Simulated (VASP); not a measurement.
Wanted: the native input for a VASP 6.6.1 run.

- Task: single point
- Functional: PBE
- Potentials or basis: VASP PAW PBE potentials, release 64 (Sr_sv, Ta_sv_GW, O)
- Cutoff: 700 eV
- k mesh: 4 × 4 × 2
- Occupations: gaussian, width 0.1 eV
- Spin: no spin polarisation
- Dipole correction: no
- Further INCAR settings: ALGO = Normal; EDIFF = 1e-06; NBANDS = 40

The structure of Sr3Ta2O lies in POSCAR:

```
Sr3Ta2O
1.0
    3.7627580700      0.0000000000      0.0000000000
    0.0000000000      3.7627580700      0.0000000000
    0.0000000000      0.0000000000      8.1893338100
Sr Ta O
3 2 1
Direct
    0.5000000000      0.0000000000      0.9983087800
    0.0000000000      0.5000000000      0.9983087800
    0.0000000000      0.0000000000      0.3792572600
    0.5000000000      0.5000000000      0.2665635600
    0.0000000000      0.0000000000      0.7339377400
    0.5000000000      0.5000000000      0.6236239100
```

The cell was generated, and may not be a known phase.

These files were run (other wordings do the same):

INCAR

```
ALGO = Normal
EDIFF = 1E-6
ENCUT = 700
GGA = PE
GGA_COMPAT = False
ISIF = 2
ISMEAR = 0
LASPH = True
LCHARG = False
LREAL = False
LWAVE = False
NBANDS = 40
NELM = 120
PREC = Accurate
SIGMA = 0.1
```

KPOINTS

```
k-points
0
Gamma
  4 4 2
```

Potentials or basis: VASP PAW PBE potentials, release 64 (Sr_sv, Ta_sv_GW, O).

Launch:

```console
$ cat potpaw_PBE.64/Sr_sv/POTCAR potpaw_PBE.64/Ta_sv_GW/POTCAR potpaw_PBE.64/O/POTCAR > POTCAR
$ mpirun -np 1 vasp_std > vasp.out
```

Results of the run:

```json
{
  "Pressure": "24.8 GPa",
  "Largest force": "4.140 eV/Å",
  "Band gap on the k mesh": "zero (bands 31 and 32 overlap by 1.89 eV)"
}
```

Caveat: the k points lie up to 0.42 Å⁻¹ apart, too coarse for converged energies and pressures of a metal; spin-orbit coupling is left out, which moves the levels of the heavy elements; forces of over 1 eV/Å act on the atoms, so gaps and moduli don't describe the material at rest.

It took 93 s on 1 thread of Intel(R) Xeon(R) 6975P-C (Granite Rapids), with other jobs on the host, peak memory 0.31 GiB.
